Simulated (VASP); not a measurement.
# InSe (P6_3/mmc) in VASP: a series of runs

InSe is run at these levels: PBEsol; tasks: single point.

Program: VASP 6.6.1. These are calculated values, not measurements. Logs are shortened: lines on timing, memory, paths and dates and some standing lists are left out, and cuts for length are marked.

### Step 1. The cell of the first run

It takes space group P6_3/mmc (No. 194, hexagonal). Conventional cell: a = 4.006 Å, b = 4.006 Å, c = 17.002 Å, α = 90.00°, β = 90.00°, γ = 120.00°. Within 3.4 Å of In (site symmetry 3m) lie 1 In at 2.56 Å and 3 Se at 2.60 Å. Within 3.4 Å of Se (site symmetry 3m) lie 3 In at 2.60 Å.

### Step 2. Single point, PBEsol (mode 12 (107.6 1/cm) frozen in, largest displacement +0.200 Å)

INCAR

```
SYSTEM = InSe
PREC = Accurate
ENCUT = 520
EDIFF = 1E-6
ISMEAR = 0
SIGMA = 0.05
LREAL = .FALSE.
LASPH = .TRUE.
NELM = 100
ALGO = Normal
ISIF = 2
LWAVE = .FALSE.
LCHARG = .FALSE.
GGA = PS
NBANDS = 48
```

KPOINTS

```
regular mesh
0
G
  12 12 2
  0 0 0
```

POSCAR

```
InSe
1.0
    4.0058502099      0.0000000000      0.0000000000
   -2.0029251050      3.4691680455      0.0000000000
    0.0000000000      0.0000000000     17.0021652134
In Se
4 4
Direct
    0.3333333333      0.6666666667      0.1747942355
    0.6666666667      0.3333333333      0.6747942355
    0.3333333333      0.6666666667      0.3252057645
    0.6666666667      0.3333333333      0.8252057645
    0.3333333333      0.6666666667      0.6048915778
    0.6666666667      0.3333333333      0.1048915778
    0.3333333333      0.6666666667      0.8951084222
    0.6666666667      0.3333333333      0.3951084222
```

Potentials or basis: VASP PAW PBE potentials, release 64 (In_d, Se).

Command:

```bash
> cat potpaw_PBE.64/In_d/POTCAR potpaw_PBE.64/Se/POTCAR > POTCAR
> mpirun -np 1 vasp_std > vasp.out
```

OUTCAR:

```text
SYSTEM = InSe
   PREC = Accurate
   ENCUT = 520
   EDIFF = 1E-6
   ISMEAR = 0
   LREAL = .FALSE.
   LASPH = .TRUE.
   NELM = 100
   ISIF = 2
   GGA = PS

 ion  position               nearest neighbor table
   1  0.333  0.667  0.175-   3 2.56   6 2.60   6 2.60   6 2.60
   2  0.667  0.333  0.675-   4 2.56   5 2.60   5 2.60   5 2.60
   3  0.333  0.667  0.325-   1 2.56   8 2.60   8 2.60   8 2.60
   4  0.667  0.333  0.825-   2 2.56   7 2.60   7 2.60   7 2.60
   5  0.333  0.667  0.605-   2 2.60   2 2.60   2 2.60
   6  0.667  0.333  0.105-   1 2.60   1 2.60   1 2.60
   7  0.333  0.667  0.895-   4 2.60   4 2.60   4 2.60
   8  0.667  0.333  0.395-   3 2.60   3 2.60   3 2.60

  LATTYP: Found a hexagonal cell.
 ALAT       =     4.0058502099
 C/A-ratio  =     4.2443337425

  Lattice vectors:

 A1 = (   4.0058502099,   0.0000000000,   0.0000000000)
 A2 = (  -2.0029251050,   3.4691680455,   0.0000000000)
 A3 = (   0.0000000000,   0.0000000000,  17.0021652134)

Analysis of symmetry for initial positions (statically):
=====================================================================
 Subroutine PRICEL returns:
 Original cell was already a primitive cell.

 Routine SETGRP: Setting up the symmetry group for a
 hexagonal supercell.

 Subroutine GETGRP returns: Found 24 space group operations
 (whereof 12 operations were pure point group operations)
 out of a pool of 24 trial point group operations.

The static configuration has the point symmetry D_3d.
 The point group associated with its full space group is D_6h.

Analysis of symmetry for dynamics (positions and initial velocities):
=====================================================================
 Subroutine PRICEL returns:
 Original cell was already a primitive cell.

 Routine SETGRP: Setting up the symmetry group for a
 hexagonal supercell.

 Subroutine GETGRP returns: Found 24 space group operations
 (whereof 12 operations were pure point group operations)
 out of a pool of 24 trial point group operations.

The dynamic configuration has the point symmetry D_3d.
 The point group associated with its full space group is D_6h.

 Subroutine INISYM returns: Found 24 space group operations
 (whereof 12 operations are pure point group operations),
 and found     1 'primitive' translations

----------------------------------------------------------------------------------------

                                     Primitive cell

  volume of cell :     236.2785

  direct lattice vectors                    reciprocal lattice vectors
     4.005850210  0.000000000  0.000000000     0.249634896  0.144126774  0.000000000
    -2.002925105  3.469168046  0.000000000     0.000000000  0.288253549  0.000000000
     0.000000000  0.000000000 17.002165213     0.000000000  0.000000000  0.058816038

  length of vectors
     4.005850210  4.005850210 17.002165213     0.288253549  0.288253549  0.058816038

  position of ions in fractional coordinates (direct lattice)
     0.333333333  0.666666667  0.174794236
     0.666666667  0.333333333  0.674794236
     0.333333333  0.666666667  0.325205764
     0.666666667  0.333333333  0.825205764
     0.333333333  0.666666667  0.604891578
     0.666666667  0.333333333  0.104891578
     0.333333333  0.666666667  0.895108422
     0.666666667  0.333333333  0.395108422

  ion indices of the primitive-cell ions
   primitive index   ion index
                 1           1
                 2           2
                 3           3
                 4           4
                 5           5
                 6           6
                 7           7
                 8           8

----------------------------------------------------------------------------------------

 KPOINTS: regular mesh

Automatic generation of k-mesh.
 Grid dimensions read from file:
 generate k-points for:   12   12    2

 Generating k-lattice:

  Cartesian coordinates                     Fractional coordinates (reciprocal lattice)
     0.020802908  0.012010565  0.000000000     0.083333333  0.000000000  0.000000000
     0.000000000  0.024021129  0.000000000     0.000000000  0.083333333  0.000000000
     0.000000000  0.000000000  0.029408019     0.000000000  0.000000000  0.500000000

  Length of vectors
     0.024021129  0.024021129  0.029408019

  Shift w.r.t. Gamma in fractional coordinates (k-lattice)
     0.000000000  0.000000000  0.000000000

 Subroutine IBZKPT returns following result:
 ===========================================

 Found     38 irreducible k-points:

 Following reciprocal coordinates:
            Coordinates               Weight
  0.000000  0.000000  0.000000      1.000000
  0.083333  0.000000  0.000000      6.000000
  0.166667  0.000000  0.000000      6.000000
  0.250000  0.000000  0.000000      6.000000
  0.333333  0.000000  0.000000      6.000000
  0.416667  0.000000  0.000000      6.000000
[... 16 lines left out ...]
  0.250000  0.000000  0.500000      6.000000
[... 27 lines left out ...]
   ISYM   =      2    0-nonsym 1-usesym 2-fastsym
   POTIM  = 0.5000    time-step for ionic-motion
   TEBEG  =    0.0;   TEEND  =   0.0 temperature during run
   PSTRESS=    0.0 pullay stress
   NELECT =      76.0000    total number of electrons
   NUPDOWN=      -1.0000    fix difference up-down
   EMIN   =  10.00;   EMAX   =-10.00  energy-range for DOS
   EFERMI =   0.00;   METHOD = LEGACY
   ISMEAR =     0;   SIGMA  =   0.05  broadening in eV -4-tet -1-fermi 0-gaus
   EFERMI_NEDOS =   21; number of points for ismear=-14 and -15
   IALGO  =     38    algorithm
   IMIX   =      4    mixing-type and parameters
     AMIX     =   0.40;   BMIX     =  1.00
     AMIX_MAG =   1.60;   BMIX_MAG =  1.00
  volume/ion in A,a.u.               =      29.53       199.31
  Fermi-wavevector in a.u.,A,eV,Ry     =   1.121686  2.119679 17.118569  1.258179
  Thomas-Fermi vector in A             =   2.258341
   LORBIT       =      0    0 simple, 1 ext, 2 COOP (PROOUT), +10 PAW based schemes
   GGA     = PS    functional components
   LHFCALC =     F    Hartree Fock is set to
   AEXX    =    0.0000 exact exchange contribution
   IVDW    =     0    specifies the selected vdW correction
   LEPSILON=     F    determine dielectric tensor
   LRPA    =     F    only Hartree local field effects (RPA)
 non-spin polarized calculation
 Gauss-broadening in eV      SIGMA  =   0.05
  energy-cutoff  :      520.00
  volume of cell :      236.28
 maximum number of plane-waves:      6408
 NGX is ok and might be reduce to    30
   NGX = 15   NGY = 15   NGZ = 63

 number of electron      75.9999976 magnetization

 Free energy of the ion-electron system (eV)
  ---------------------------------------------------
  ext. energy  EPLUGINS =         0.00000000
  ---------------------------------------------------
  free energy    TOTEN  =       -30.72539158 eV

  energy without entropy =      -30.72539158  energy(sigma->0) =      -30.72539158

 E-fermi :   4.0471     XC(G=0):  -8.9298

 val. band max:        3.8119055186   @ k =   0.0000   0.0000   0.0000
 cond. band min:       4.3828283698   @ k =   0.0000   0.0000   0.0000
 fundamental gap:      0.5709228511
 Fermi energy:         4.0470699800

 k-point     1 :       0.0000    0.0000    0.0000
  band No.  band energies     occupation
      1     -11.2757      2.00000
      2     -11.2754      2.00000
      3     -10.9093      2.00000
      4     -10.9093      2.00000
      5     -10.9092      2.00000
      6     -10.9092      2.00000
[... 40 lines left out ...]
     47       9.3288      0.00000
     48       9.3661      0.00000

 k-point     2 :       0.0833    0.0000    0.0000
  band No.  band energies     occupation
      1     -11.2734      2.00000
      2     -11.2731      2.00000
      3     -10.9387      2.00000
      4     -10.9371      2.00000
      5     -10.9098      2.00000
      6     -10.9096      2.00000
[... 40 lines left out ...]
     47       8.9875      0.00000
     48       9.1989      0.00000

 k-point     3 :       0.1667    0.0000    0.0000
  band No.  band energies     occupation
      1     -11.2675      2.00000
      2     -11.2672      2.00000
      3     -11.0101      2.00000
      4     -11.0057      2.00000
      5     -10.9112      2.00000
      6     -10.9111      2.00000
[... 1060 lines left out ...]
     47       8.3421      0.00000
     48       8.3421      0.00000

 k-point    24 :       0.3333    0.0000    0.5000
  band No.  band energies     occupation
      1     -11.2579      2.00000
      2     -11.2579      2.00000
      3     -11.1492      2.00000
      4     -11.1492      2.00000
      5     -10.9950      2.00000
      6     -10.9950      2.00000
[... 40 lines left out ...]
     47       8.3692      0.00000
     48       8.3692      0.00000

 [... further k-points ...]
[... 5 lines left out ...]
  --------------------------------------------------------------------------------------
  -------------------------------------------------------------------------------------
  Total        2.9391627      2.9391627     11.8104273     -0.0000000      0.0000000      0.0000000
  in kB       19.9301212     19.9301212     80.0851363     -0.0000000      0.0000000      0.0000000
  external PRESSURE =      39.9817929 kB  Pullay stress =       0.0000000 kB

 VOLUME and BASIS-vectors are now :
 -----------------------------------------------------------------------------
  energy-cutoff  :      520.00
  volume of cell :      236.28
      direct lattice vectors                 reciprocal lattice vectors
     4.005850210  0.000000000  0.000000000     0.249634896  0.144126774  0.000000000
    -2.002925105  3.469168046  0.000000000     0.000000000  0.288253549  0.000000000
     0.000000000  0.000000000 17.002165213     0.000000000  0.000000000  0.058816038

 POSITION                                       TOTAL-FORCE (eV/Angst)
 -----------------------------------------------------------------------------------
     -0.00000      2.31278      2.97188         0.000000     -0.000000     -1.049182
      2.00293      1.15639     11.47296        -0.000000      0.000000     -1.049182
     -0.00000      2.31278      5.52920         0.000000     -0.000000      1.049182
      2.00293      1.15639     14.03028        -0.000000      0.000000      1.049182
     -0.00000      2.31278     10.28447        -0.000000      0.000000     -0.710080
      2.00293      1.15639      1.78338         0.000000      0.000000     -0.710080
     -0.00000      2.31278     15.21878        -0.000000      0.000000      0.710080
      2.00293      1.15639      6.71770         0.000000     -0.000000      0.710080
 -----------------------------------------------------------------------------------
    total drift:                               -0.000000      0.000000      0.000000

  FREE ENERGIE OF THE ION-ELECTRON SYSTEM (eV)
  ---------------------------------------------------
  free  energy   TOTEN  =       -30.7253915750 eV

  energy  without entropy=      -30.7253915750  energy(sigma->0) =      -30.72539158
```

Run time: 4.3 min. Hardware: 1 thread of Intel Xeon Platinum 8559C (Emerald Rapids), shared host; peak memory 0.53 GiB.

What came out:

```
Free energy            : -30.7254 eV
Pressure               : 4.0 GPa
Largest force          : 1.049 eV/Å
Band gap on the k mesh : 0.57 eV, direct
```

Forces on the atoms (eV/Å):
```
In   0.000  0.000 -1.049
In   0.000  0.000 -1.049
In   0.000  0.000  1.049
In   0.000  0.000  1.049
Se   0.000  0.000 -0.710
Se   0.000  0.000 -0.710
Se   0.000  0.000  0.710
Se   0.000  0.000  0.710
```

Levels at points of the mesh, in eV from the valence-band top:
```tsv
k point	band 35	band 36	band 37	band 38	band 39	band 40	band 41	band 42
(0.00, 0.00, 0.00)	-1.24	-1.24	-1.20	0.00	0.57	1.36	1.97	2.09
(0.50, 0.00, 0.00)	-2.23	-2.06	-1.94	-1.55	1.27	1.67	1.71	2.10
(0.00, 0.00, 0.50)	-1.27	-1.27	-0.69	-0.69	1.09	1.09	2.02	2.02
(0.50, 0.00, 0.50)	-2.22	-2.22	-1.74	-1.74	1.47	1.47	1.89	1.89
```

Caveat: the cell differs from its parent crystal (mode 12 (107.6 1/cm) frozen in, largest displacement +0.200 Å); the PAW data sets were made with another functional, which shifts forces and pressure a little; spin-orbit coupling is left out, which moves the levels of the heavy elements; this functional lacks dispersion, which binds the layers, so the pressure and a relaxed spacing across them are unreliable.

### Step 3. Single point, PBEsol (mode 12 (107.6 1/cm) frozen in, largest displacement -0.150 Å)

INCAR

```
PREC = Accurate
ENCUT = 520
EDIFF = 1E-6
ISMEAR = 0
SIGMA = 0.05
LREAL = False
LASPH = True
NELM = 100
ALGO = Normal
ISIF = 2
LWAVE = False
LCHARG = True
GGA = PS
LELF = True
LVHAR = True
NBANDS = 48
```

KPOINTS

```
Automatic mesh
0
Gamma
  12 12 2
```

POSCAR

```
InSe
1.0
    4.0058502099      0.0000000000      0.0000000000
   -2.0029251050      3.4691680455      0.0000000000
    0.0000000000      0.0000000000     17.0021652134
In Se
4 4
Direct
    0.3333333333      0.6666666667      0.1635084603
    0.6666666667      0.3333333333      0.6635084603
    0.3333333333      0.6666666667      0.3364915397
    0.6666666667      0.3333333333      0.8364915397
    0.3333333333      0.6666666667      0.5843059644
    0.6666666667      0.3333333333      0.0843059644
    0.3333333333      0.6666666667      0.9156940356
    0.6666666667      0.3333333333      0.4156940356
```

Potentials or basis: VASP PAW PBE potentials, release 64 (In_d, Se).

Command:

```bash
> cat potpaw_PBE.64/In_d/POTCAR potpaw_PBE.64/Se/POTCAR > POTCAR
> mpirun -np 1 vasp_std > vasp.out
```

Wall time 3.9 min (1 thread of Intel Xeon Platinum 8559C (Emerald Rapids), shared host); peak memory 0.53 GiB.

It converged, with:

```yaml
Free_energy: -31.0063 eV
Pressure: -1.9 GPa
Largest_force: 0.481 eV/Å
Band_gap_on_the_k_mesh: 0.30 eV, indirect (least direct gap 0.31 eV)
```

Forces in eV/Å, atoms in the order of the input:
```
In   0.000  0.000  0.232
In   0.000  0.000  0.232
In   0.000  0.000 -0.232
In   0.000  0.000 -0.232
Se   0.000  0.000  0.481
Se   0.000  0.000  0.481
Se   0.000  0.000 -0.481
Se   0.000  0.000 -0.481
```

Stress tensor (GPa, compression positive):
```
-0.94  0.00  0.00
 0.00 -0.94  0.00
 0.00  0.00 -3.71
```

Levels at points of the mesh, in eV from the valence-band top:
```
           k point  band 35  band 36  band 37  band 38  band 39  band 40  band 41  band 42
(0.00, 0.00, 0.00)    -0.90    -0.85    -0.85    -0.01     0.30     1.99     2.17     2.36
(0.50, 0.00, 0.00)    -2.02    -1.87    -1.72    -1.16     0.85     1.21     1.88     2.04
(0.00, 0.00, 0.50)    -0.87    -0.87    -0.87    -0.87     1.27     1.27     2.34     2.34
(0.50, 0.00, 0.50)    -1.79    -1.79    -1.60    -1.60     1.32     1.32     1.58     1.58
```

Caveat: the cell differs from its parent crystal (mode 12 (107.6 1/cm) frozen in, largest displacement -0.150 Å); the PAW data sets were made with another functional, which shifts forces and pressure a little; spin-orbit coupling is left out, which moves the levels of the heavy elements; this functional lacks dispersion, which binds the layers, so the pressure and a relaxed spacing across them are unreliable.

### Step 4. Single point, PBEsol (mode 12 (107.6 1/cm) frozen in, largest displacement -0.200 Å)

INCAR

```
PREC = Accurate
ENCUT = 520
EDIFF = 1E-6
ISMEAR = 0
SIGMA = 0.05
LREAL = F
LASPH = T
NELM = 60
ALGO = Normal
ISIF = 2
LWAVE = F
LCHARG = T
GGA = PS
LELF = T
LVHAR = T
NBANDS = 48
```

KPOINTS

```
regular mesh
0
Gamma
  12 12 2
```

POSCAR

```
InSe
1.0
    4.0058502099      0.0000000000      0.0000000000
   -2.0029251050      3.4691680455      0.0000000000
    0.0000000000      0.0000000000     17.0021652134
In Se
4 4
Direct
    0.3333333333      0.6666666667      0.1618962067
    0.6666666667      0.3333333333      0.6618962067
    0.3333333333      0.6666666667      0.3381037933
    0.6666666667      0.3333333333      0.8381037933
    0.3333333333      0.6666666667      0.5813651624
    0.6666666667      0.3333333333      0.0813651624
    0.3333333333      0.6666666667      0.9186348376
    0.6666666667      0.3333333333      0.4186348376
```

Command:

```bash
> cat potpaw_PBE.64/In_d/POTCAR potpaw_PBE.64/Se/POTCAR > POTCAR
> mpirun -np 1 vasp_std > vasp.out
```

Wall time 7.8 min (1 thread of Intel Xeon 6975P-C, shared host); peak memory 0.54 GiB.

Results (log left out):

```
Free energy            : -30.8672 eV
Pressure               : -2.3 GPa
Largest force          : 0.647 eV/Å
Band gap on the k mesh : 0.24 eV, indirect (least direct gap 0.27 eV)
```

Forces in eV/Å, atoms in the order of the input:
```
In   0.000  0.000  0.241
In   0.000  0.000  0.241
In   0.000  0.000 -0.241
In   0.000  0.000 -0.241
Se   0.000  0.000  0.647
Se   0.000  0.000  0.647
Se   0.000  0.000 -0.647
Se   0.000  0.000 -0.647
```

Stress tensor (GPa, compression positive):
```
-1.19  0.00  0.00
 0.00 -1.19  0.00
 0.00  0.00 -4.61
```

Levels at points of the mesh, in eV from the valence-band top:
| k point | band 34 | band 35 | band 36 | band 37 | band 38 | band 39 | band 40 | band 41 | band 42 | band 43 |
| --- | --- | --- | --- | --- | --- | --- | --- | --- | --- | --- |
| (0.00, 0.00, 0.00) | -0.84 | -0.84 | -0.79 | -0.79 | -0.04 | 0.24 | 2.09 | 2.19 | 2.46 | 4.25 |
| (0.50, 0.00, 0.00) | -2.05 | -2.00 | -1.78 | -1.65 | -1.09 | 0.71 | 1.19 | 1.84 | 2.09 | 2.98 |
| (0.00, 0.00, 0.50) | -1.03 | -0.81 | -0.81 | -0.81 | -0.81 | 1.26 | 1.26 | 2.43 | 2.43 | 4.62 |
| (0.50, 0.00, 0.50) | -2.22 | -1.71 | -1.71 | -1.58 | -1.58 | 1.24 | 1.24 | 1.57 | 1.57 | 3.41 |

Caveat: the cell differs from its parent crystal (mode 12 (107.6 1/cm) frozen in, largest displacement -0.200 Å); the PAW data sets were made with another functional, which shifts forces and pressure a little; spin-orbit coupling is left out, which moves the levels of the heavy elements; this functional lacks dispersion, which binds the layers, so the pressure and a relaxed spacing across them are unreliable. A k mesh can miss the band edges.

### Step 5. Single point, PBEsol (mode 12 (107.6 1/cm) frozen in, largest displacement +0.150 Å)

INCAR

```
SYSTEM = InSe
PREC = Accurate
ENCUT = 520
EDIFF = 1E-7
ISMEAR = 0
SIGMA = 0.05
LREAL = .FALSE.
LASPH = .TRUE.
NELM = 100
ALGO = Normal
ISIF = 2
LWAVE = .FALSE.
LCHARG = .FALSE.
GGA = PS
NBANDS = 48
```

KPOINTS

```
Automatic mesh
0
G
  12 12 2
  0 0 0
```

POSCAR

```
InSe
1.0
    4.0058502099      0.0000000000      0.0000000000
   -2.0029251050      3.4691680455      0.0000000000
    0.0000000000      0.0000000000     17.0021652134
In Se
4 4
Direct
    0.3333333333      0.6666666667      0.1731819819
    0.6666666667      0.3333333333      0.6731819819
    0.3333333333      0.6666666667      0.3268180181
    0.6666666667      0.3333333333      0.8268180181
    0.3333333333      0.6666666667      0.6019507758
    0.6666666667      0.3333333333      0.1019507758
    0.3333333333      0.6666666667      0.8980492242
    0.6666666667      0.3333333333      0.3980492242
```

Command:

```bash
> cat potpaw_PBE.64/In_d/POTCAR potpaw_PBE.64/Se/POTCAR > POTCAR
> mpirun -np 1 vasp_std > vasp.out
```

Wall time 8.3 min (1 thread of Intel Xeon 6975P-C, shared host); peak memory 0.54 GiB.

Results (log left out):

- Free energy: -30.9425 eV
- Pressure: 2.8 GPa
- Largest force: 0.661 eV/Å
- Band gap on the k mesh: 0.54 eV, direct

Forces in eV/Å, atoms in the order of the input:
```
In   0.000  0.000 -0.661
In   0.000  0.000 -0.661
In   0.000  0.000  0.661
In   0.000  0.000  0.661
Se   0.000  0.000 -0.534
Se   0.000  0.000 -0.534
Se   0.000  0.000  0.534
Se   0.000  0.000  0.534
```

Stress tensor (GPa, compression positive):
```
1.44 0.00 0.00
0.00 1.44 0.00
0.00 0.00 5.63
```

Levels at points of the mesh, in eV from the valence-band top:
```tsv
k point	band 35	band 36	band 37	band 38	band 39	band 40	band 41	band 42
(0.00, 0.00, 0.00)	-1.27	-1.20	-1.20	0.00	0.54	1.42	1.98	2.08
(0.50, 0.00, 0.00)	-2.17	-2.08	-1.96	-1.52	1.26	1.56	1.75	2.07
(0.00, 0.00, 0.50)	-1.23	-1.23	-0.74	-0.74	1.12	1.12	2.02	2.02
(0.50, 0.00, 0.50)	-2.23	-2.23	-1.74	-1.74	1.48	1.48	1.82	1.82
```

Caveat: the cell differs from its parent crystal (mode 12 (107.6 1/cm) frozen in, largest displacement +0.150 Å); the PAW data sets were made with another functional, which shifts forces and pressure a little; spin-orbit coupling is left out, which moves the levels of the heavy elements; this functional lacks dispersion, which binds the layers, so the pressure and a relaxed spacing across them are unreliable.
